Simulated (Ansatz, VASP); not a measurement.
## BN in VASP and in Ansatz

```
B N
1.0
     2.50419   -0.00001    0.02229
    -1.25203    2.16880   -0.01657
     0.06267   -0.01935    7.00422
B N
2 2
Direct
  0.33260 0.66548 0.24995
  0.66740 0.33452 0.75005
  0.33407 0.66786 0.75005
  0.66593 0.33214 0.24995
```

Change from the starting cell: cell sheared at random, sigma 0.03, atoms nudged by 0.01 Å; relaxed back.

Alike in both runs: functional PBEsol; k mesh 12 × 12 × 4; occupations gaussian, width 0.05 eV; no spin polarisation.

Ansatz relaxed the structure, and its values are those at the end. VASP's run is a single point on that final structure, the one shown.

|  | VASP | Ansatz |
| --- | --- | --- |
| version | VASP 6.6.1 | Ansatz 0.2.0 |
| potentials or method | VASP PAW PBE potentials, release 64 (B, N), cutoff 520 eV | scalar-relativistic, plane waves, PAW |
| valence electrons in the cell | 16 | 16 |

|  | VASP | Ansatz | Ansatz less VASP |
| --- | --- | --- | --- |
| gap on the k mesh at the Fermi level (eV) | 4.23 | 4.24 | +0.010 |
| least direct gap on the mesh (eV) | 4.53 | 4.53 | +0.007 |
| pressure (GPa) | 0.3 | 0.0 | -0.28 |

VASP's potentials were made for PBE, not for PBEsol.
